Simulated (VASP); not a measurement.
Input of a VASP 6.6.1 run:

INCAR

```
PREC     = Accurate       # precision mode
ENCUT    = 520            # plane-wave cutoff, eV
EDIFF    = 1E-6           # SCF threshold, eV
ISMEAR   = 0              # smearing method
SIGMA    = 0.02           # smearing width, eV
LREAL    = False          # projectors in reciprocal space
LASPH    = True           # aspherical terms in the spheres
NELM     = 80             # most SCF steps
ALGO     = Normal         # electronic algorithm
ISIF     = 2              # what is computed and relaxed
LWAVE    = False          # write WAVECAR
LCHARG   = True           # write CHGCAR
GGA      = PE             # functional
LELF     = True           # ELF
LVHAR    = True         
NBANDS   = 11             # bands
```

File KPOINTS:

```
Automatic mesh
0
Gamma
  10 10 10
```

Contents of POSCAR:

```
BAs
1.0
    0.0000000000      2.4044111663      2.4044111663
    2.4044111663      0.0000000000      2.4044111663
    2.4044111663      2.4044111663      0.0000000000
B As
1 1
Direct
    0.0000000000      0.0000000000      0.0000000000
    0.2500000000      0.2500000000      0.2500000000
```

Potentials or basis: VASP PAW PBE potentials, release 64 (B, As).

Command:

```console
$ cat potpaw_PBE.64/B/POTCAR potpaw_PBE.64/As/POTCAR > POTCAR
$ mpirun -np 1 vasp_std > vasp.out
```

(1) Predict the band gap on the k mesh.

(2) Predict the pressure.

Results:

(1) 1.20 eV, indirect (least direct gap 3.25 eV).

(2) 0.6 GPa.
